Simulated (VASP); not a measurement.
Wanted: the native input for a VASP 6.6.1 run.

- Task: single point
- Functional: PBEsol
- Potentials or basis: VASP PAW PBE potentials, release 64 (Ti_sv)
- Cutoff: 520 eV
- k mesh: 12 × 12 × 14
- Occupations: gaussian, width 0.15 eV
- Spin: no spin polarisation
- Dipole correction: no
- Further INCAR settings: ALGO = Fast; EDIFF = 1e-06; NBANDS = 25

The structure of Ti lies in POSCAR:

```
Ti
1.0
    4.5962000000      0.0000000000      0.0000000000
   -2.2981000000      3.9804259609      0.0000000000
    0.0000000000      0.0000000000      2.7423000000
Ti
3
Direct
    0.0000000000      0.0000000000      0.0000000000
    0.3333333333      0.6666666667      0.5000000000
    0.6666666667      0.3333333333      0.5000000000
```

The input as run:

INCAR

```
ALGO     = Fast           # electronic algorithm
EDIFF    = 1E-6           # SCF threshold, eV
ENCUT    = 520            # plane-wave cutoff, eV
GGA      = PS             # functional
ISIF     = 2              # what is computed and relaxed
ISMEAR   = 0              # smearing method
LASPH    = True           # aspherical terms in the spheres
LCHARG   = True           # write CHGCAR
LELF     = True           # ELF
LREAL    = False          # projectors in reciprocal space
LVHAR    = True         
LWAVE    = False          # write WAVECAR
NBANDS   = 25             # bands
NELM     = 80             # most SCF steps
PREC     = Accurate       # precision mode
SIGMA    = 0.15           # smearing width, eV
```

KPOINTS

```
k-points
0
Gamma
  12 12 14
```

Potentials or basis: VASP PAW PBE potentials, release 64 (Ti_sv).

The run is started by

```bash
$ cat potpaw_PBE.64/Ti_sv/POTCAR > POTCAR
$ mpirun -np 1 vasp_std > vasp.out
```

Results of the run:

```yaml
Pressure: -1.8 GPa
Band_gap_on_the_k_mesh: zero (band 18 reaches 8.56 eV, above the bottom of band 19 at 8.26 eV)
```

Caveat: the PAW data sets were made with another functional, which shifts forces and pressure a little.

Run time: 4.9 min on 1 thread of Intel(R) Xeon(R) 6975P-C (Granite Rapids), on a shared host, peak memory 0.26 GiB.
